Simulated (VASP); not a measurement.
Here is a VASP 6.6.1 calculation.

The input POSCAR:

```
Ga
1.0
   -1.3561377546      1.3561377546      2.2640427644
    1.3561377546     -1.3561377546      2.2640427644
    1.3561377546      1.3561377546     -2.2640427644
Ga
1
Direct
    0.0000000000      0.0000000000      0.0000000000
```

Contents of INCAR.step1:

```
SYSTEM = Ga
PREC = Accurate ; ENCUT = 520
ISMEAR = -1 ; SIGMA = 0.05
LREAL = .FALSE. ; LASPH = .TRUE.
NELM = 60 ; NBANDS = 12
GGA = PE ; ALGO = Normal
EDIFF = 1E-4 ; LWAVE = .TRUE.
LCHARG = .FALSE.
```

File INCAR.step2:

```
SYSTEM = Ga
PREC = Accurate ; ENCUT = 520
EDIFF = 1E-6 ; ISMEAR = -1
SIGMA = 0.05 ; LREAL = .FALSE.
LASPH = .TRUE. ; NELM = 60
ALGO = Normal ; ISIF = 2
LWAVE = .FALSE. ; LCHARG = .FALSE.
METAGGA = R2SCAN ; LMIXTAU = .TRUE.
NBANDS = 12 ; ISTART = 1
```

File KPOINTS:

```
Automatic mesh
0
G
  13 13 13
  0 0 0
```

Potentials or basis: VASP PAW PBE potentials, release 64 (Ga_d).

Launch:

```bash
$ cat potpaw_PBE.64/Ga_d/POTCAR > POTCAR
$ cp INCAR.step1 INCAR
$ mpirun -np 1 vasp_std > vasp.out
$ cp INCAR.step2 INCAR
$ mpirun -np 1 vasp_std > vasp.out
```

Problem. Estimate the pressure.

Solution. 4.8 GPa.

Stress tensor (GPa, compression positive):
```
5.28 0.00 0.00
0.00 5.28 0.00
0.00 0.00 3.85
```

Caveat: the PAW data sets were made with another functional, which shifts forces and pressure a little.
